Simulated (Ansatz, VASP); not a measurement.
# One calculation of LiF, two programs

```xyz
4
Lattice="3.3511 0.0000 0.0000 -1.6755 2.9021 0.0000 0.0000 0.0000 4.9475" Properties=species:S:1:pos:R:3 pbc="T T T"
Li    0.0000    1.9347    1.8854
Li    1.6755    0.9674    4.3591
F     0.0000    1.9347    4.9175
F     1.6755    0.9674    2.4437
```

Alike in both runs: task single point; functional PBE; k mesh 9 × 9 × 6; occupations gaussian, width 0.05 eV; no spin polarisation.

```csv
,VASP,Ansatz
version,VASP 6.6.1,Ansatz 0.2.0
potentials or method,"VASP PAW PBE potentials, release 64 (Li_sv, F), cutoff 520 eV","scalar-relativistic, plane waves, PAW"
valence electrons in the cell,20,20
```

|  | VASP | Ansatz | Ansatz less VASP |
| --- | --- | --- | --- |
| gap on the k mesh at the Fermi level (eV) | 6.84 | 6.84 | +0.007 |
| least direct gap on the mesh (eV) | 6.84 | 6.84 | +0.007 |
| rms of the force components (eV/Å) | 0.045 | 0.041 | -0.0041 |

Atom by atom the forces differ by 0.004 eV/Å (rms over components).

Noted on VASP's run: the cutoff is short for stress, so the pressure is rough.
